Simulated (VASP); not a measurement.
**Ta3AsAu2O13: single point with PBE**

Ta3AsAu2O13:

```
Ta As Au O
1.0
     5.04331    0.00000    0.00000
    -2.52165    4.36763    0.00000
     0.00000    0.00000    9.44171
Ta As Au O
3 1 2 13
Cartesian
  0.0000 0.0000 1.8675
  0.0000 0.0000 7.5742
  2.5217 1.4559 0.0000
  0.0000 0.0000 4.7209
  0.0000 2.9118 2.7887
  0.0000 2.9118 6.6530
  0.0000 0.0000 0.0000
  -1.1452 4.5255 3.4942
  -0.8249 1.1131 3.4942
  1.9701 3.0967 3.4942
  -1.1452 4.5255 5.9475
  -0.8249 1.1131 5.9475
  1.9701 3.0967 5.9475
  1.0388 1.6023 8.1022
  3.1362 0.0985 8.1022
  3.3899 2.6668 8.1022
  1.0388 1.6023 1.3395
  3.1362 0.0985 1.3395
  3.3899 2.6668 1.3395
```

| Quantity | Value |
| --- | --- |
| Program | VASP 6.6.1 |
| Task | single point |
| Functional | PBE |
| Potentials or basis | VASP PAW PBE potentials, release 64 (Ta_sv_GW, As_d, Au_sv_GW, O) |
| Cutoff | 600 eV |
| k mesh | 4 × 4 × 2 |
| Occupations | fermi-dirac, width 0.05 eV |
| Spin | no spin polarisation |
| Dipole correction | no |
| Further INCAR settings | LREAL = Auto; ALGO = Normal; EDIFF = 1e-06; NBANDS = 100 |

The pressure is 20.3 GPa, the largest force is 0.043 eV/Å and the band gap on the k mesh is zero (bands 85 and 86 overlap by 0.07 eV).

Forces in eV/Å, atoms in the order of the input:
```
Ta   0.000  0.000  0.043
Ta   0.000  0.000 -0.043
Ta   0.000  0.000  0.000
As   0.000  0.000  0.000
Au   0.000  0.000 -0.008
Au   0.000  0.000  0.008
O    0.000  0.000  0.000
O    0.006  0.014  0.014
O   -0.015 -0.002  0.014
O    0.010 -0.012  0.014
O    0.006  0.014 -0.014
O   -0.015 -0.002 -0.014
O    0.010 -0.012 -0.014
O    0.006  0.031 -0.001
O   -0.030 -0.010 -0.001
O    0.024 -0.021 -0.001
O    0.006  0.031  0.001
O   -0.030 -0.010  0.001
O    0.024 -0.021  0.001
```

Stress tensor (GPa, compression positive):
```
20.14  0.00  0.00
 0.00 20.14  0.00
 0.00  0.00 20.52
```

Levels at points of the mesh, in eV from the Fermi level:
```tsv
k point	band 82	band 83	band 84	band 85	band 86	band 87	band 88	band 89
(0.00, 0.00, 0.00)	-1.35	-1.35	0.01	0.01	0.09	0.09	1.72	2.43
(0.50, 0.00, 0.00)	-1.26	-1.18	-0.40	-0.09	0.16	0.38	2.16	2.34
(0.00, 0.00, 0.50)	-1.26	-1.26	-0.10	-0.10	0.18	0.18	2.31	2.58
(0.50, 0.00, 0.50)	-1.42	-1.17	-0.26	-0.18	0.16	0.34	2.31	2.64
```

Wall time 8 min on 1 thread of Intel(R) Xeon(R) 6975P-C (Granite Rapids) (shared host), peak memory 0.43 GiB.

Caveat: the cell stands under pressure; spin-orbit coupling is left out, which moves the levels of the heavy elements.
